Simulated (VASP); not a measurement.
The system is GaSb.

```
CELL_PARAMETERS angstrom
0.00000 3.06860 3.06860
3.06860 0.00000 3.06860
3.06860 3.06860 0.00000
ATOMIC_POSITIONS crystal
Ga 0.00000 0.00000 0.00000
Sb 0.25000 0.25000 0.25000
```

```yaml
Program: VASP 6.6.1
Task: relaxation of cell and atoms
Functional: LDA
Potentials_or_basis: VASP PAW LDA potentials, release 64 (Ga_d, Sb_d_GW)
Cutoff: 500 eV
k_mesh: 12 × 12 × 12
Occupations: gaussian, width 0.1 eV
Spin: no spin polarisation
```

At the start: pressure -2.1 GPa; volume 28.89 Å³/atom.

Task: Where does the relaxation end?

Result: Over 3 steps the energy falls by 8.1 meV/atom and the volume is 27.71 Å³/atom (-4.1 %); space group F-43m (No. 216, to 0.1 Å) before and after.

Step by step:
```csv
step,energy change (eV),largest force (eV/Å),pressure (GPa),volume (Å³)
1,0.0000,0.0000,-2.10,57.79
2,-0.0144,0.0000,0.75,54.67
3,-0.0162,0.0000,0.00,55.41
```

Final structure:
```
Ga Sb
1.0
     0.00000    3.02595    3.02595
     3.02595    0.00000    3.02595
     3.02595    3.02595    0.00000
Ga Sb
1 1
Direct
  0.00000 0.00000 0.00000
  0.25000 0.25000 0.25000
```
